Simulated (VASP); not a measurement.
KMgF3, 5 atoms in the cell. Symmetry: Pm-3m, No. 221, cubic system. The conventional cell has a = 3.909 Å, b = 3.909 Å, c = 3.909 Å, α = 90.00°, β = 90.00°, γ = 90.00°. K (site symmetry m-3m) has 12 F at 2.76 Å and 8 Mg at 3.38 Å within 3.6 Å. Within 2.6 Å of Mg (site symmetry m-3m) lie 6 F at 1.95 Å. Within 2.6 Å of F (site symmetry 4/mmm) lie 2 Mg at 1.95 Å. 

| Quantity | Value |
| --- | --- |
| Program | VASP 6.6.1 |
| Task | single point |
| Functional | LDA |
| Potentials or basis | VASP PAW LDA potentials, release 64 (K_sv, Mg, F) |
| Cutoff | 520 eV |
| k mesh | 6 × 6 × 6 |
| Occupations | fermi-dirac, width 0.02 eV |
| Spin | no spin polarisation |
| Dipole correction | no |
| Further INCAR settings | ALGO = Normal; EDIFF = 1e-06; NBANDS = 24 |

Potentials or basis: VASP PAW LDA potentials, release 64 (K_sv, Mg, F).

Run with:

```bash
$ cat potpaw_LDA.64/K_sv/POTCAR potpaw_LDA.64/Mg/POTCAR potpaw_LDA.64/F/POTCAR > POTCAR
$ mpirun -np 1 vasp_std > vasp.out
```

Hardware: 1 thread of Intel(R) Xeon(R) Platinum 8488C (Sapphire Rapids), on a shared host.

Task: Estimate the wall time of this run.

Result: Wall time 25 s on 1 thread of Intel(R) Xeon(R) Platinum 8488C (Sapphire Rapids), on a shared host, peak memory 0.16 GiB. Counts: scf iterations 13, k points 20.
